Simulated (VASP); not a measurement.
A run of VASP 6.6.1 is set up as follows.

Contents of INCAR:

```
SYSTEM = Os2O
ALGO     = Normal         ! electronic algorithm
EDIFF    = 1E-6           ! SCF threshold, eV
EDIFFG   = -0.01          ! ionic threshold
ENCUT    = 600            ! plane-wave cutoff, eV
GGA      = PE             ! functional
IBRION   = 2              ! ionic algorithm
ISIF     = 3              ! what is computed and relaxed
ISMEAR   = 0              ! smearing method
LASPH    = .True.         ! aspherical terms in the spheres
LCHARG   = .False.        ! write CHGCAR
LREAL    = .False.        ! projectors in reciprocal space
LWAVE    = .False.        ! write WAVECAR
NELM     = 100            ! most SCF steps
NSW      = 100            ! ionic steps
PREC     = Accurate       ! precision mode
SIGMA    = 0.1            ! smearing width, eV
```

The input KPOINTS:

```
k-points
0
Gamma
  18 18 4
  0 0 0
```

POSCAR

```
Os2O
1.0
    2.7467136889      0.0000000000      0.0000000000
   -1.3733568445      2.3787238316      0.0000000000
    0.0000000000      0.0000000000     11.1290337554
Os O
4 2
Direct
    0.3333333333      0.6666666667      0.5919512119
    0.6666666667      0.3333333333      0.0919512119
    0.3333333333      0.6666666667      0.9080487881
    0.6666666667      0.3333333333      0.4080487881
    0.3333333333      0.6666666667      0.2500000000
    0.6666666667      0.3333333333      0.7500000000
```

Potentials or basis: VASP PAW PBE potentials, release 64 (Os, O).

Command:

```console
$ cat potpaw_PBE.64/Os/POTCAR potpaw_PBE.64/O/POTCAR > POTCAR
$ mpirun -np 1 vasp_std > vasp.out
```

Problem. Estimate the space group after relaxing (to 0.1 Å).

Solution. P6_3/mmc (No. 194).

Problem. Estimate the relaxed volume.

Solution. 12.11 Å³/atom.

Problem. What does it give for the relaxed cell?

Solution. a = 2.748 Å, b = 2.748 Å, c = 11.112 Å, α = 90.00°, β = 90.00°, γ = 120.00°.

Final structure:
```cif
data_structure
_symmetry_space_group_name_H-M 'P 1'
_symmetry_Int_Tables_number 1
_cell_length_a 2.7481
_cell_length_b 2.7481
_cell_length_c 11.1120
_cell_angle_alpha 90.000
_cell_angle_beta 90.000
_cell_angle_gamma 120.000
_cell_volume 72.67
loop_
_atom_site_label
_atom_site_type_symbol
_atom_site_fract_x
_atom_site_fract_y
_atom_site_fract_z
_atom_site_occupancy
Os1 Os 0.33333 0.66667 0.59157 1
Os2 Os 0.66667 0.33333 0.09157 1
Os3 Os 0.33333 0.66667 0.90843 1
Os4 Os 0.66667 0.33333 0.40843 1
O1 O 0.33333 0.66667 0.25000 1
O2 O 0.66667 0.33333 0.75000 1
```

Caveat: the highest band is partly filled, so the run has too few bands.
